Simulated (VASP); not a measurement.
Wanted: the native input for a VASP 6.6.1 run.

```yaml
Task: single point
Functional: PBE
Potentials_or_basis: VASP PAW PBE potentials, release 64 (Pr_3, Be, Si), 4f in core
Cutoff: 600 eV
k_mesh: 12 × 12 × 12
Occupations: gaussian, width 0.1 eV
Spin: no spin polarisation
Dipole_correction: no
Further_INCAR_settings: ALGO = Normal; EDIFF = 1e-06; NBANDS = 18
```

The structure of PrBe3Si lies in POSCAR:

```
PrBe3Si
1.0
   -1.9367898882      1.9367898882      4.6043780378
    1.9367898882     -1.9367898882      4.6043780378
    1.9367898882      1.9367898882     -4.6043780378
Pr Be Si
1 3 1
Direct
    0.0209950442      0.0209950442      0.0000000000
    0.3943351482      0.3943351482      0.0000000000
    0.2767338622      0.7767338622      0.5000000000
    0.7767338622      0.2767338622      0.5000000000
    0.6462020934      0.6462020934      0.0000000000
```

One way to write it, as run:

INCAR

```
PREC = Accurate
ENCUT = 600
EDIFF = 1E-6
ISMEAR = 0
SIGMA = 0.1
LREAL = F
LASPH = T
NELM = 200
ALGO = Normal
ISIF = 2
LWAVE = F
LCHARG = F
GGA = PE
NBANDS = 18
GGA_COMPAT = F
LMAXMIX = 6
```

KPOINTS

```
Automatic mesh
0
Gamma
  12 12 12
```

Potentials or basis: VASP PAW PBE potentials, release 64 (Pr_3, Be, Si), 4f in core.

The run is started by

```sh
$ cat potpaw_PBE.64/Pr_3/POTCAR potpaw_PBE.64/Be/POTCAR potpaw_PBE.64/Si/POTCAR > POTCAR
$ mpirun -np 1 vasp_std > vasp.out
```

It gave:

```json
{"Pressure": "6.8 GPa", "Largest force": "0.010 eV/Å", "Band gap on the k mesh": "zero (an odd number of electrons rules out a gap without spin polarisation)"}
```

Caveat: the cell stands under pressure; spin-orbit coupling is left out, which moves the levels of the heavy elements; the 4f electrons are frozen in the core, so they carry no moment and show no levels.

Wall time 3.3 min on 1 thread of AMD EPYC 9R45 96-Core Processor (Zen 5), on a shared host, peak memory 0.47 GiB.
